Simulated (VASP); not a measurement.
A run of VASP 6.6.1 is set up as follows.

The input INCAR:

```
SYSTEM = As
ALGO = Normal ; EDIFF = 1E-6
ENCUT = 510 ; GGA = CA
GGA_COMPAT = .FALSE. ; ISIF = 2
ISMEAR = -1 ; LASPH = .TRUE.
LCHARG = .FALSE. ; LREAL = .FALSE.
LWAVE = .FALSE. ; NBANDS = 14
NELM = 120 ; PREC = Accurate
SIGMA = 0.05
```

KPOINTS

```
k-points
0
G
  10 10 10
  0 0 0
```

Contents of POSCAR:

```
As
1.0
    2.7215874433      0.0000000000      0.0000000000
    0.0000000000      2.7215874433      0.0000000000
    0.0000000000      0.0000000000      2.7215874433
As
1
Direct
    0.5000000000      0.5000000000      0.5000000000
```

Potentials or basis: VASP PAW LDA potentials, release 64 (As_d).

Launch:

```bash
$ cat potpaw_LDA.64/As_d/POTCAR > POTCAR
$ mpirun -np 1 vasp_std > vasp.out
```

Question: What does it give for the band gap on the k mesh?

Answer: Zero (an odd number of electrons rules out a gap without spin polarisation).

Question: What does it give for the pressure?

Answer: -4.4 GPa.

Caveat: the cell stands under tension.
